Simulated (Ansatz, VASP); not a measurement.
**Te2Mo: VASP beside Ansatz**

```
CELL_PARAMETERS angstrom
3.44398 0.00000 0.00000
-1.72199 2.98257 0.00000
0.00000 0.00000 31.04000
ATOMIC_POSITIONS crystal
Te 0.66667 0.33333 0.22533
Te 0.66667 0.33333 0.34233
Mo 0.33333 0.66667 0.28383
```

Alike in both runs: functional PBEsol; dispersion D3(BJ); k mesh 12 × 12 × 1; occupations gaussian, width 0.03 eV; no spin polarisation.

Ansatz relaxed the structure, and its values are those at the end. VASP's run is a single point on that final structure, the one shown.

|  | VASP | Ansatz |
| --- | --- | --- |
| version | VASP 6.6.1 | Ansatz 0.2.0 |
| potentials or method | VASP PAW PBE potentials, release 64 (Te, Mo_sv), cutoff 400 eV | scalar-relativistic, plane waves, PAW |
| valence electrons in the cell | 26 | 46 |

Ansatz gave:

| Property | Result |
| --- | --- |
| gap on the k mesh at the Fermi level (eV) | 1.27 |
| least direct gap on the mesh (eV) | 1.32 |
| rms of the force components (eV/Å) | 0.000 |

Question: What did VASP give for the same quantities?

Answer: gap on the k mesh at the Fermi level (eV): 1.27; least direct gap on the mesh (eV): 1.32; rms of the force components (eV/Å): 0.015.

VASP's potentials were made for PBE, not for PBEsol, and Ansatz warns of the same on its side. VASP's potentials hold 26 valence electrons a cell and Ansatz's 46, so a difference there can come from the potentials and not from the codes. Ansatz's warnings: slab cell height set, structure snapped to symmetry, xc potential rough in thin density.

Spin-orbit coupling is off throughout.
